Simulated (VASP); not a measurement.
# PbO2 in VASP: notebook

Runs on PbO2. Level: PBEsol. Tasks: relaxation of cell and atoms, single point.

Program: VASP 6.6.1. These are calculated values, not measurements. Logs are shortened: lines on timing, memory, paths and dates and some standing lists are left out, and cuts for length are marked.

### 1 The cell of the first run

It takes space group P4_2/mnm (No. 136, tetragonal). The conventional cell has a = 4.951 Å, b = 4.951 Å, c = 3.380 Å, α = 90.00°, β = 90.00°, γ = 90.00°. Within 2.8 Å of Pb (site symmetry mmm) lie 6 O at 2.15 to 2.16 Å. O (site symmetry m2m) has 3 Pb at 2.15 to 2.16 Å and 1 O at 2.69 Å within 2.8 Å.

### 2 Relaxation of cell and atoms, PBEsol, target pressure 3 GPa, at which the enthalpy is minimised

Contents of INCAR:

```
SYSTEM = PbO2
ALGO     = Normal         ! electronic algorithm
EDIFF    = 1E-6           ! SCF threshold, eV
EDIFFG   = -0.008         ! ionic threshold
ENCUT    = 600            ! plane-wave cutoff, eV
GGA      = PS             ! functional
IBRION   = 2              ! ionic algorithm
ISIF     = 3              ! what is computed and relaxed
ISMEAR   = 0              ! smearing method
LASPH    = .TRUE.         ! aspherical terms in the spheres
LCHARG   = .FALSE.        ! write CHGCAR
LREAL    = .FALSE.        ! projectors in reciprocal space
LWAVE    = .FALSE.        ! write WAVECAR
NELM     = 60             ! most SCF steps
NSW      = 70             ! ionic steps
PREC     = Accurate       ! precision mode
PSTRESS  = 30.0         
SIGMA    = 0.1            ! smearing width, eV
```

Contents of KPOINTS:

```
k-points
0
G
  8 8 10
  0 0 0
```

Contents of POSCAR:

```
PbO2
1.0
    4.9506327352      0.0000000000      0.0000000000
    0.0000000000      4.9506327352      0.0000000000
    0.0000000000      0.0000000000      3.3797247065
Pb O
2 4
Direct
    0.0000000000      0.0000000000      0.0000000000
    0.5000000000      0.5000000000      0.5000000000
    0.3076225152      0.3076225152      0.0000000000
    0.1923774848      0.8076225152      0.5000000000
    0.6923774848      0.6923774848      0.0000000000
    0.8076225152      0.1923774848      0.5000000000
```

Potentials or basis: VASP PAW PBE potentials, release 64 (Pb_d, O).

Started as:

```
$ cat potpaw_PBE.64/Pb_d/POTCAR potpaw_PBE.64/O/POTCAR > POTCAR
$ mpirun -np 1 vasp_std > vasp.out
```

OUTCAR:

```text
SYSTEM = PbO2
   EDIFF = 1E-6
   EDIFFG = -0.008
   ENCUT = 600
   GGA = PS
   IBRION = 2
   ISIF = 3
   ISMEAR = 0
   LASPH = .TRUE.
   LREAL = .FALSE.
   NELM = 60
   NSW = 70
   PREC = Accurate
   PSTRESS = 30.0

 ion  position               nearest neighbor table
   1  0.000  0.000  0.000-   3 2.15   5 2.15   4 2.16   6 2.16   4 2.16   6 2.16   2 3.89   2 3.89
                             2 3.89   2 3.89   2 3.89   2 3.89   2 3.89   2 3.89
   2  0.500  0.500  0.500-   4 2.15   6 2.15   5 2.16   3 2.16   3 2.16   5 2.16   1 3.89   1 3.89
                             1 3.89   1 3.89   1 3.89   1 3.89   1 3.89   1 3.89
   3  0.308  0.308  0.000-   1 2.15   2 2.16   2 2.16
   4  0.192  0.808  0.500-   2 2.15   1 2.16   1 2.16
   5  0.692  0.692  0.000-   1 2.15   2 2.16   2 2.16
   6  0.808  0.192  0.500-   2 2.15   1 2.16   1 2.16

  LATTYP: Found a simple tetragonal cell.
 ALAT       =     4.9506327352
 C/A-ratio  =     0.6826854035

  Lattice vectors:

 A1 = (   4.9506327352,   0.0000000000,   0.0000000000)
 A2 = (   0.0000000000,   4.9506327352,   0.0000000000)
 A3 = (   0.0000000000,   0.0000000000,   3.3797247065)

Analysis of symmetry for initial positions (statically):
=====================================================================
 Subroutine PRICEL returns:
 Original cell was already a primitive cell.

 Routine SETGRP: Setting up the symmetry group for a
 simple tetragonal supercell.

 Subroutine GETGRP returns: Found 16 space group operations
 (whereof  8 operations were pure point group operations)
 out of a pool of 16 trial point group operations.

The static configuration has the point symmetry D_2h.
 The point group associated with its full space group is D_4h.

Analysis of symmetry for dynamics (positions and initial velocities):
=====================================================================
 Subroutine PRICEL returns:
 Original cell was already a primitive cell.

 Routine SETGRP: Setting up the symmetry group for a
 simple tetragonal supercell.

 Subroutine GETGRP returns: Found 16 space group operations
 (whereof  8 operations were pure point group operations)
 out of a pool of 16 trial point group operations.

The dynamic configuration has the point symmetry D_2h.
 The point group associated with its full space group is D_4h.

 Subroutine INISYM returns: Found 16 space group operations
 (whereof  8 operations are pure point group operations),
 and found     1 'primitive' translations

----------------------------------------------------------------------------------------

                                     Primitive cell

  volume of cell :      82.8329

  direct lattice vectors                    reciprocal lattice vectors
     4.950632735  0.000000000  0.000000000     0.201994382  0.000000000  0.000000000
     0.000000000  4.950632735  0.000000000     0.000000000  0.201994382  0.000000000
     0.000000000  0.000000000  3.379724706     0.000000000  0.000000000  0.295882087

  length of vectors
     4.950632735  4.950632735  3.379724706     0.201994382  0.201994382  0.295882087

  position of ions in fractional coordinates (direct lattice)
     0.000000000  0.000000000  0.000000000
     0.500000000  0.500000000  0.500000000
     0.307622515  0.307622515  0.000000000
     0.192377485  0.807622515  0.500000000
     0.692377485  0.692377485  0.000000000
     0.807622515  0.192377485  0.500000000

  ion indices of the primitive-cell ions
   primitive index   ion index
                 1           1
                 2           2
                 3           3
                 4           4
                 5           5
                 6           6

----------------------------------------------------------------------------------------

 KPOINTS: k-points

Automatic generation of k-mesh.
 Grid dimensions read from file:
 generate k-points for:    8    8   10

 Generating k-lattice:

  Cartesian coordinates                     Fractional coordinates (reciprocal lattice)
     0.025249298  0.000000000  0.000000000     0.125000000  0.000000000  0.000000000
     0.000000000  0.025249298  0.000000000     0.000000000  0.125000000  0.000000000
     0.000000000  0.000000000  0.029588209     0.000000000  0.000000000  0.100000000

  Length of vectors
     0.025249298  0.025249298  0.029588209

  Shift w.r.t. Gamma in fractional coordinates (k-lattice)
     0.000000000  0.000000000  0.000000000

 Subroutine IBZKPT returns following result:
 ===========================================

 Found     90 irreducible k-points:

 Following reciprocal coordinates:
            Coordinates               Weight
  0.000000  0.000000  0.000000      1.000000
  0.125000  0.000000  0.000000      4.000000
  0.250000  0.000000  0.000000      4.000000
  0.375000  0.000000  0.000000      4.000000
  0.500000  0.000000  0.000000      2.000000
  0.125000  0.125000  0.000000      4.000000
[... 16 lines left out ...]
  0.375000  0.125000  0.100000     16.000000
  0.500000  0.125000  0.100000      8.000000
 [... further k-points ...]
   k-points           NKPTS =     90   k-points in BZ     NKDIM =     90   number of bands    NBANDS=     31
   number of dos      NEDOS =    301   number of ions     NIONS =      6
   total plane-waves  NPLWV =  44800
   dimension x,y,z NGX =    40 NGY =   40 NGZ =   28
   dimension x,y,z NGXF=    80 NGYF=   80 NGZF=   56
   ions per type =               2   4
   NGX,Y,Z   is equivalent  to a cutoff of  13.43, 13.43, 13.77 a.u.
   NGXF,Y,Z  is equivalent  to a cutoff of  26.86, 26.86, 27.55 a.u.
 SYSTEM =  PbO2
   PREC   = accura    normal or accurate (medium, high low for compatibility)
   ISTART =      0    job   : 0-new  1-cont  2-samecut
   ICHARG =      2    charge: 1-file 2-atom 10-const
   ISPIN  =      1    spin polarized calculation?
   LNONCOLLINEAR =      F non collinear calculations
   LSORBIT =      F    spin-orbit coupling
   LASPH  =      T    aspherical Exc in radial PAW
   ENCUT  =  600.0 eV  44.10 Ry    6.64 a.u.   9.89  9.89  6.75*2*pi/ulx,y,z
   NELM   =     60;   NELMIN=  2; NELMDL= -5     # of ELM steps
   EDIFF  = 0.1E-05   stopping-criterion for ELM
   LREAL  =      F    real-space projection
   EDIFFG = -.8E-02   stopping-criterion for IOM
   NSW    =     70    number of steps for IOM
   IBRION =      2    ionic relax: 0-MD 1-quasi-New 2-CG
   NFREE  =      1    steps in history (QN), initial steepest desc. (CG)
   ISIF   =      3    stress and relaxation
   ISYM   =      2    0-nonsym 1-usesym 2-fastsym
   POTIM  = 0.5000    time-step for ionic-motion
   TEBEG  =    0.0;   TEEND  =   0.0 temperature during run
   PSTRESS=   30.0 pullay stress
   NELECT =      52.0000    total number of electrons
   NUPDOWN=      -1.0000    fix difference up-down
   EMIN   =  10.00;   EMAX   =-10.00  energy-range for DOS
   EFERMI =   0.00;   METHOD = LEGACY
   ISMEAR =     0;   SIGMA  =   0.10  broadening in eV -4-tet -1-fermi 0-gaus
   EFERMI_NEDOS =   21; number of points for ismear=-14 and -15
   IALGO  =     38    algorithm
   IMIX   =      4    mixing-type and parameters
     AMIX     =   0.40;   BMIX     =  1.00
     AMIX_MAG =   1.60;   BMIX_MAG =  1.00
  volume/ion in A,a.u.               =      13.81        93.16
  Fermi-wavevector in a.u.,A,eV,Ry     =   1.401764  2.648951 26.734679  1.964943
  Thomas-Fermi vector in A             =   2.524593
   LORBIT       =      0    0 simple, 1 ext, 2 COOP (PROOUT), +10 PAW based schemes
   GGA     = PS    functional components
   LHFCALC =     F    Hartree Fock is set to
   AEXX    =    0.0000 exact exchange contribution
   IVDW    =     0    specifies the selected vdW correction
   LEPSILON=     F    determine dielectric tensor
   LRPA    =     F    only Hartree local field effects (RPA)
 conjugate gradient relaxation of ions
 non-spin polarized calculation
 Gauss-broadening in eV      SIGMA  =   0.10
  energy-cutoff  :      600.00
  volume of cell :       82.83
 maximum number of plane-waves:      2790
 NGX is ok and might be reduce to    40
   NGX = 19   NGY = 19   NGZ = 13

--------------------------------------- Ionic step        1  -------------------------------------------

 number of electron      52.0000011 magnetization

 Free energy of the ion-electron system (eV)
  ---------------------------------------------------
  ext. energy  EPLUGINS =         0.00000000
  ---------------------------------------------------
  free energy    TOTEN  =       -34.03691271 eV

  energy without entropy =      -34.03523021  energy(sigma->0) =      -34.03607146

------------------------ aborting loop because EDIFF is reached ----------------------------------------

  FORCE on cell =-STRESS in cart. coord.  units (eV):
  Direction    XX          YY          ZZ          XY          YZ          ZX
  --------------------------------------------------------------------------------------
  -------------------------------------------------------------------------------------
  Total        2.0393500      2.0393500      2.8138032      0.0000000      0.0000000      0.0000000
  in kB       39.4456941     39.4456941     54.4253917      0.0000000      0.0000000      0.0000000
  external PRESSURE =      14.4389266 kB  Pullay stress =      30.0000000 kB
[... 109 lines left out ...]
  energy  without entropy=      -34.0540576827  energy(sigma->0) =      -34.05500663

  enthalpy is  TOTEN    =       -32.4904716271 eV   P V=        1.5654839430

[... ionic steps 4 to 9 ...]

--------------------------------------- Ionic step       10  -------------------------------------------

 number of electron      52.0000006 magnetization

------------------------ aborting loop because EDIFF is reached ----------------------------------------
[... 79 lines left out ...]
--------------------------------------- Ionic step       12  -------------------------------------------

 number of electron      52.0000006 magnetization

 Free energy of the ion-electron system (eV)
  ---------------------------------------------------
  ext. energy  EPLUGINS =         0.00000000
  ---------------------------------------------------
  free energy    TOTEN  =       -34.05295833 eV

  energy without entropy =      -34.05105446  energy(sigma->0) =      -34.05200640

 E-fermi :   4.3010     XC(G=0): -10.9860

 val. band max:        4.2935424307   @ k =   0.1250   0.0000   0.0000
 cond. band min:       4.3527866846   @ k =   0.0000   0.0000   0.0000
 fundamental gap:      0.0592442539
 Fermi energy:         4.3009993801

 k-point     1 :       0.0000    0.0000    0.0000
  band No.  band energies     occupation
      1     -14.0596      2.00000
      2     -13.9138      2.00000
      3     -12.1967      2.00000
      4     -12.1967      2.00000
      5     -11.2448      2.00000
      6     -11.0214      2.00000
[... 805 lines left out ...]
     30      11.0114      0.00000
     31      13.8588      0.00000

 [... further k-points ...]
[... 5 lines left out ...]
  --------------------------------------------------------------------------------------
  -------------------------------------------------------------------------------------
  Total        1.5691666      1.5691666      1.5670418      0.0000000      0.0000000      0.0000000
  in kB       30.1448350     30.1448350     30.1040166      0.0000000      0.0000000      0.0000000
  external PRESSURE =       0.1312289 kB  Pullay stress =      30.0000000 kB
[... 25 lines left out ...]
  energy  without entropy=      -34.0510544634  energy(sigma->0) =      -34.05200640

  enthalpy is  TOTEN    =       -32.4913310235 eV   P V=        1.5616273040

 reached required accuracy - stopping structural energy minimisation
```

Wall time 9 min (1 thread of Intel Xeon 6975P-C (Granite Rapids), shared host); peak memory 0.37 GiB.

Results:

```yaml
Free_energy: -34.0530 eV
Relaxed_volume: 13.90 Å³/atom
Relaxed_cell: a = 4.946 Å, b = 4.946 Å, c = 3.410 Å, α = 90.00°, β = 90.00°, γ = 90.00°
Space_group_after_relaxing_to_0.05_Å: P4_2/mnm (No. 136)
Energy_change_on_relaxing_the_enthalpy_is_what_falls: -2.7 meV/atom
Ionic_steps: 12
Pressure_after_relaxing: 3.0 GPa
```

Forces on the atoms (eV/Å):
```
Pb   0.000  0.000  0.000
Pb   0.000  0.000  0.000
O   -0.002 -0.002  0.000
O    0.002 -0.002  0.000
O    0.002  0.002  0.000
O   -0.002  0.002  0.000
```

The path:
```csv
step,energy change (eV),largest force (eV/Å),pressure (GPa),volume (Å³)
1,0.0000,0.0805,4.44,82.83
2,-0.0288,0.0374,1.41,84.33
3,-0.0190,0.0174,2.84,83.61
4,-0.0193,0.0163,2.79,83.62
5,-0.0180,0.0023,2.89,83.52
6,-0.0140,0.0407,3.07,83.31
7,-0.0161,0.0222,3.00,83.41
8,-0.0163,0.0217,2.97,83.42
9,-0.0156,0.0044,3.04,83.38
10,-0.0154,0.0001,3.08,83.37
11,-0.0167,0.0063,2.92,83.44
12,-0.0160,0.0029,3.01,83.40
```

Final structure:
```
CELL_PARAMETERS angstrom
4.94566 0.00000 0.00000
0.00000 4.94566 0.00000
0.00000 0.00000 3.40971
ATOMIC_POSITIONS crystal
Pb 0.00000 0.00000 0.00000
Pb 0.50000 0.50000 0.50000
O 0.30729 0.30729 0.00000
O 0.19271 0.80729 0.50000
O 0.69271 0.69271 0.00000
O 0.80729 0.19271 0.50000
```

Levels at points of the mesh, in eV from the Fermi level:
| k point | band 24 | band 25 | band 26 | band 27 | band 28 | band 29 |
| --- | --- | --- | --- | --- | --- | --- |
| (0.00, 0.00, 0.00) | -0.64 | -0.64 | -0.64 | 0.05 | 4.27 | 5.73 |
| (0.50, 0.00, 0.00) | -0.69 | -0.42 | -0.42 | 2.49 | 2.49 | 6.35 |
| (0.50, 0.50, 0.00) | -0.70 | -0.51 | -0.51 | 2.88 | 2.88 | 6.68 |
| (0.00, 0.00, 0.50) | -1.20 | -0.84 | -0.84 | 3.81 | 3.81 | 8.85 |
| (0.50, 0.00, 0.50) | -0.84 | -0.20 | -0.20 | 4.15 | 4.15 | 7.32 |
| (0.50, 0.50, 0.50) | -0.72 | -0.56 | -0.56 | 2.85 | 2.85 | 8.24 |

Caveat: the cell is relaxed towards a set pressure, so the enthalpy falls and the energy may rise; the PAW data sets were made with another functional, which shifts forces and pressure a little; spin-orbit coupling is left out, which moves the levels of the heavy elements.

(Part 1 of 3 ends here.)
